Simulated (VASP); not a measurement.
# Mg2O (Fd-3m) in VASP: relaxation of cell and atoms with PBE

Aim: the relaxation of cell and atoms of Mg2O with PBE.

All numbers are computed with VASP 6.6.1; they aren't measurements. Logs are shortened: lines on timing, memory, paths and dates and some standing lists are left out, and cuts for length are marked.

## (1) The cell of the first run

It takes space group Fd-3m (No. 227, cubic). Conventional cell: a = 7.495 Å, b = 7.495 Å, c = 7.495 Å, α = 90.00°, β = 90.00°, γ = 90.00°. Mg (site symmetry -3m) has 6 Mg at 2.65 Å and 6 O at 3.11 Å within 3.5 Å. Within 4.1 Å of O (site symmetry -43m) lie 12 Mg at 3.11 Å and 4 O at 3.25 Å.

The cell was built from a structure type or drawn by symmetry, and may not be a known phase.

## (2) Relaxation of cell and atoms, PBE

The input, INCAR:

```
  PREC = Accurate
  ENCUT = 600
  EDIFF = 1E-7
  ISMEAR = 0
  SIGMA = 0.2
  LREAL = False
  LASPH = True
  NELM = 120
  ALGO = Normal
  ISIF = 3
  LWAVE = False
  LCHARG = False
  GGA = PE
  IBRION = 2
  NSW = 36
  EDIFFG = -0.08
  GGA_COMPAT = False
  NELMIN = 4
```

The input, KPOINTS:

```
Automatic mesh
0
Gamma
  4 4 4
```

The input, POSCAR:

```
Mg2O
1.0
    0.0000000000      3.7473262100      3.7473262100
    3.7473262100      0.0000000000      3.7473262100
    3.7473262100      3.7473262100      0.0000000000
Mg O
4 2
Direct
    0.6250000000      0.6250000000      0.6250000000
    0.6250000000      0.6250000000      0.1250000000
    0.6250000000      0.1250000000      0.6250000000
    0.1250000000      0.6250000000      0.6250000000
    0.0000000000      0.0000000000      0.0000000000
    0.2500000000      0.2500000000      0.2500000000
```

Potentials or basis: VASP PAW PBE potentials, release 64 (Mg, O).

Run with:

```sh
> cat potpaw_PBE.64/Mg/POTCAR potpaw_PBE.64/O/POTCAR > POTCAR
> mpirun -np 1 vasp_std > vasp.out
```

OUTCAR:

```text
PREC = Accurate
   ENCUT = 600
   EDIFF = 1E-7
   ISMEAR = 0
   LREAL = False
   LASPH = True
   NELM = 120
   ISIF = 3
   GGA = PE
   IBRION = 2
   NSW = 36
   EDIFFG = -0.08
   NELMIN = 4

 ion  position               nearest neighbor table
   1  0.625  0.625  0.625-   2 2.65   3 2.65   4 2.65   2 2.65   3 2.65   4 2.65
   2  0.625  0.625  0.125-   1 2.65   1 2.65   3 2.65   4 2.65   3 2.65   4 2.65
   3  0.625  0.125  0.625-   1 2.65   2 2.65   1 2.65   2 2.65   4 2.65   4 2.65
   4  0.125  0.625  0.625-   1 2.65   2 2.65   3 2.65   1 2.65   2 2.65   3 2.65
   5  0.000  0.000  0.000-
   6  0.250  0.250  0.250-

  LATTYP: Found a face centered cubic cell.
 ALAT       =     7.4946524200

  Lattice vectors:

 A1 = (   0.0000000000,   3.7473262100,   3.7473262100)
 A2 = (   3.7473262100,   0.0000000000,   3.7473262100)
 A3 = (   3.7473262100,   3.7473262100,   0.0000000000)

Analysis of symmetry for initial positions (statically):
=====================================================================
 Subroutine PRICEL returns:
 Original cell was already a primitive cell.

 Routine SETGRP: Setting up the symmetry group for a
 face centered cubic supercell.

 Subroutine GETGRP returns: Found 48 space group operations
 (whereof 24 operations were pure point group operations)
 out of a pool of 48 trial point group operations.

The static configuration has the point symmetry T_d .
 The point group associated with its full space group is O_h .

Analysis of symmetry for dynamics (positions and initial velocities):
=====================================================================
 Subroutine PRICEL returns:
 Original cell was already a primitive cell.

 Routine SETGRP: Setting up the symmetry group for a
 face centered cubic supercell.

 Subroutine GETGRP returns: Found 48 space group operations
 (whereof 24 operations were pure point group operations)
 out of a pool of 48 trial point group operations.

The dynamic configuration has the point symmetry T_d .
 The point group associated with its full space group is O_h .

 Subroutine INISYM returns: Found 48 space group operations
 (whereof 24 operations are pure point group operations),
 and found     1 'primitive' translations

----------------------------------------------------------------------------------------

                                     Primitive cell

  volume of cell :     105.2433

  direct lattice vectors                    reciprocal lattice vectors
     0.000000000  3.747326210  3.747326210    -0.133428469  0.133428469  0.133428469
     3.747326210  0.000000000  3.747326210     0.133428469 -0.133428469  0.133428469
     3.747326210  3.747326210  0.000000000     0.133428469  0.133428469 -0.133428469

  length of vectors
     5.299519549  5.299519549  5.299519549     0.231104888  0.231104888  0.231104888

  position of ions in fractional coordinates (direct lattice)
     0.625000000  0.625000000  0.625000000
     0.625000000  0.625000000  0.125000000
     0.625000000  0.125000000  0.625000000
     0.125000000  0.625000000  0.625000000
     0.000000000  0.000000000  0.000000000
     0.250000000  0.250000000  0.250000000

  ion indices of the primitive-cell ions
   primitive index   ion index
                 1           1
                 2           2
                 3           3
                 4           4
                 5           5
                 6           6

----------------------------------------------------------------------------------------

 KPOINTS: Automatic mesh

Automatic generation of k-mesh.
 Grid dimensions read from file:
 generate k-points for:    4    4    4

 Generating k-lattice:

  Cartesian coordinates                     Fractional coordinates (reciprocal lattice)
    -0.033357117  0.033357117  0.033357117     0.250000000  0.000000000  0.000000000
     0.033357117 -0.033357117  0.033357117     0.000000000  0.250000000  0.000000000
     0.033357117  0.033357117 -0.033357117     0.000000000  0.000000000  0.250000000

  Length of vectors
     0.057776222  0.057776222  0.057776222

  Shift w.r.t. Gamma in fractional coordinates (k-lattice)
     0.000000000  0.000000000  0.000000000

 Subroutine IBZKPT returns following result:
 ===========================================

 Found      8 irreducible k-points:

 Following reciprocal coordinates:
            Coordinates               Weight
  0.000000  0.000000  0.000000      1.000000
  0.250000  0.000000  0.000000      8.000000
  0.500000  0.000000  0.000000      4.000000
  0.250000  0.250000  0.000000      6.000000
  0.500000  0.250000  0.000000     24.000000
 -0.250000  0.250000  0.000000     12.000000
  0.500000  0.500000  0.000000      3.000000
 -0.250000  0.500000  0.250000      6.000000
   k-points           NKPTS =      8   k-points in BZ     NKDIM =      8   number of bands    NBANDS=     14
   number of dos      NEDOS =    301   number of ions     NIONS =      6
   total plane-waves  NPLWV =  74088
   dimension x,y,z NGX =    42 NGY =   42 NGZ =   42
   dimension x,y,z NGXF=    84 NGYF=   84 NGZF=   84
   ions per type =               4   2
   NGX,Y,Z   is equivalent  to a cutoff of  13.18, 13.18, 13.18 a.u.
   NGXF,Y,Z  is equivalent  to a cutoff of  26.35, 26.35, 26.35 a.u.
 SYSTEM =  unknown system
   PREC   = accura    normal or accurate (medium, high low for compatibility)
   ISTART =      0    job   : 0-new  1-cont  2-samecut
   ICHARG =      2    charge: 1-file 2-atom 10-const
   ISPIN  =      1    spin polarized calculation?
   LNONCOLLINEAR =      F non collinear calculations
   LSORBIT =      F    spin-orbit coupling
   LASPH  =      T    aspherical Exc in radial PAW
   ENCUT  =  600.0 eV  44.10 Ry    6.64 a.u.  10.58 10.58 10.58*2*pi/ulx,y,z
   NELM   =    120;   NELMIN=  4; NELMDL= -5     # of ELM steps
   EDIFF  = 0.1E-06   stopping-criterion for ELM
   LREAL  =      F    real-space projection
   EDIFFG = -.8E-01   stopping-criterion for IOM
   NSW    =     36    number of steps for IOM
   IBRION =      2    ionic relax: 0-MD 1-quasi-New 2-CG
   NFREE  =      1    steps in history (QN), initial steepest desc. (CG)
   ISIF   =      3    stress and relaxation
   ISYM   =      2    0-nonsym 1-usesym 2-fastsym
   POTIM  = 0.5000    time-step for ionic-motion
   TEBEG  =    0.0;   TEEND  =   0.0 temperature during run
   PSTRESS=    0.0 pullay stress
   NELECT =      20.0000    total number of electrons
   NUPDOWN=      -1.0000    fix difference up-down
   EMIN   =  10.00;   EMAX   =-10.00  energy-range for DOS
   EFERMI =   0.00;   METHOD = LEGACY
   ISMEAR =     0;   SIGMA  =   0.20  broadening in eV -4-tet -1-fermi 0-gaus
   EFERMI_NEDOS =   21; number of points for ismear=-14 and -15
   IALGO  =     38    algorithm
   IMIX   =      4    mixing-type and parameters
     AMIX     =   0.40;   BMIX     =  1.00
     AMIX_MAG =   1.60;   BMIX_MAG =  1.00
  volume/ion in A,a.u.               =      17.54       118.37
  Fermi-wavevector in a.u.,A,eV,Ry     =   0.941210  1.778630 12.053086  0.885877
  Thomas-Fermi vector in A             =   2.068699
   LORBIT       =      0    0 simple, 1 ext, 2 COOP (PROOUT), +10 PAW based schemes
   GGA     = PE    functional components
   LHFCALC =     F    Hartree Fock is set to
   AEXX    =    0.0000 exact exchange contribution
   IVDW    =     0    specifies the selected vdW correction
   LEPSILON=     F    determine dielectric tensor
   LRPA    =     F    only Hartree local field effects (RPA)
 conjugate gradient relaxation of ions
 non-spin polarized calculation
 Gauss-broadening in eV      SIGMA  =   0.20
  energy-cutoff  :      600.00
  volume of cell :      105.24
 maximum number of plane-waves:      3527
   NGX = 21   NGY = 21   NGZ = 21

 number of electron      20.0000001 magnetization

 Free energy of the ion-electron system (eV)
  ---------------------------------------------------
  ext. energy  EPLUGINS =         0.00000000
  ---------------------------------------------------
  free energy    TOTEN  =       -14.50885013 eV

  energy without entropy =      -14.50884753  energy(sigma->0) =      -14.50884883

 E-fermi :   2.1110     XC(G=0):  -8.8403

 val. band max:        1.4707194675   @ k =  -0.2500   0.5000   0.2500
 cond. band min:       2.7348347882   @ k =  -0.2500   0.2500   0.0000
 fundamental gap:      1.2641153207
 Fermi energy:         2.1110325757

 k-point     1 :       0.0000    0.0000    0.0000
  band No.  band energies     occupation
      1     -13.8763      2.00000
      2     -13.4490      2.00000
      3      -3.5511      2.00000
      4       0.2137      2.00000
      5       0.2137      2.00000
      6       0.2137      2.00000
      7       0.3728      2.00000
      8       0.3728      2.00000
      9       0.3728      2.00000
     10       0.9409      2.00000
     11       4.3771      0.00000
     12       4.3771      0.00000
     13       4.3771      0.00000
     14       5.2009      0.00000

 k-point     2 :       0.2500    0.0000    0.0000
  band No.  band energies     occupation
      1     -13.8249      2.00000
      2     -13.4908      2.00000
      3      -3.4744      2.00000
      4      -0.4326      2.00000
      5      -0.0931      2.00000
      6      -0.0931      2.00000
      7       0.3499      2.00000
      8       0.6330      2.00000
      9       0.6330      2.00000
     10       1.2848      2.00000
     11       3.7152      0.00000
     12       3.8450      0.00000
     13       3.8450      0.00000
     14       5.4503      0.00000
[... 71 lines left out ...]
      1     -13.6501      2.00000
      2     -13.6501      2.00000
      3      -2.3731      2.00000
      4      -2.3731      2.00000
      5      -0.9300      2.00000
      6      -0.9300      2.00000
      7       1.1456      2.00000
      8       1.1456      2.00000
      9       1.2352      2.00000
     10       1.2352      2.00000
     11       4.0321      0.00000
     12       4.0321      0.00000
     13       4.1508      0.00000
     14       4.1508      0.00000

 k-point     8 :      -0.2500    0.5000    0.2500
  band No.  band energies     occupation
      1     -13.6499      2.00000
      2     -13.6499      2.00000
      3      -2.5271      2.00000
      4      -2.5271      2.00000
      5      -0.3112      2.00000
      6      -0.3112      2.00000
      7       0.4326      2.00000
      8       0.4326      2.00000
      9       1.4707      1.99999
     10       1.4707      1.99999
     11       3.3588      0.00000
     12       3.3588      0.00000
     13       5.5871      0.00000
     14       5.5871      0.00000

------------------------ aborting loop because EDIFF is reached ----------------------------------------

  FORCE on cell =-STRESS in cart. coord.  units (eV):
  Direction    XX          YY          ZZ          XY          YZ          ZX
  --------------------------------------------------------------------------------------
  -------------------------------------------------------------------------------------
  Total       -0.2544979     -0.2544979     -0.2544979      0.0000000      0.0000000      0.0000000
  in kB       -3.8743630     -3.8743630     -3.8743630      0.0000000      0.0000000      0.0000000
  external PRESSURE =      -3.8743630 kB  Pullay stress =       0.0000000 kB

 VOLUME and BASIS-vectors are now :
 -----------------------------------------------------------------------------
  energy-cutoff  :      600.00
  volume of cell :      105.24
      direct lattice vectors                 reciprocal lattice vectors
     0.000000000  3.747326210  3.747326210    -0.133428469  0.133428469  0.133428469
     3.747326210  0.000000000  3.747326210     0.133428469 -0.133428469  0.133428469
     3.747326210  3.747326210  0.000000000     0.133428469  0.133428469 -0.133428469

 POSITION                                       TOTAL-FORCE (eV/Angst)
 -----------------------------------------------------------------------------------
      4.68416      4.68416      4.68416         0.000000     -0.000000     -0.000000
      2.81049      2.81049      4.68416         0.000000     -0.000000     -0.000000
      2.81049      4.68416      2.81049         0.000000     -0.000000     -0.000000
      4.68416      2.81049      2.81049         0.000000     -0.000000     -0.000000
      0.00000      0.00000      0.00000        -0.000000      0.000000      0.000000
      1.87366      1.87366      1.87366        -0.000000     -0.000000     -0.000000
 -----------------------------------------------------------------------------------
    total drift:                               -0.000000     -0.000000      0.000000

  FREE ENERGIE OF THE ION-ELECTRON SYSTEM (eV)
  ---------------------------------------------------
  free  energy   TOTEN  =       -14.5088501286 eV

  energy  without entropy=      -14.5088475316  energy(sigma->0) =      -14.50884883

 reached required accuracy - stopping structural energy minimisation
```

Wall time 12 s (1 thread of Intel Xeon 6975P-C (Granite Rapids), shared host); peak memory 0.24 GiB.

What came out:

```yaml
Free_energy: -14.5089 eV
Pressure_after_relaxing: -0.4 GPa
Band_gap_on_the_k_mesh: 1.26 eV (least direct gap 1.28 eV)
```

Final structure:
```
CELL_PARAMETERS angstrom
0.00000 3.74733 3.74733
3.74733 0.00000 3.74733
3.74733 3.74733 0.00000
ATOMIC_POSITIONS crystal
Mg 0.62500 0.62500 0.62500
Mg 0.62500 0.62500 0.12500
Mg 0.62500 0.12500 0.62500
Mg 0.12500 0.62500 0.62500
O 0.00000 0.00000 0.00000
O 0.25000 0.25000 0.25000
```

Caveat: the relaxation stopped at its first step, so nothing moved. A k mesh can miss the band edges.
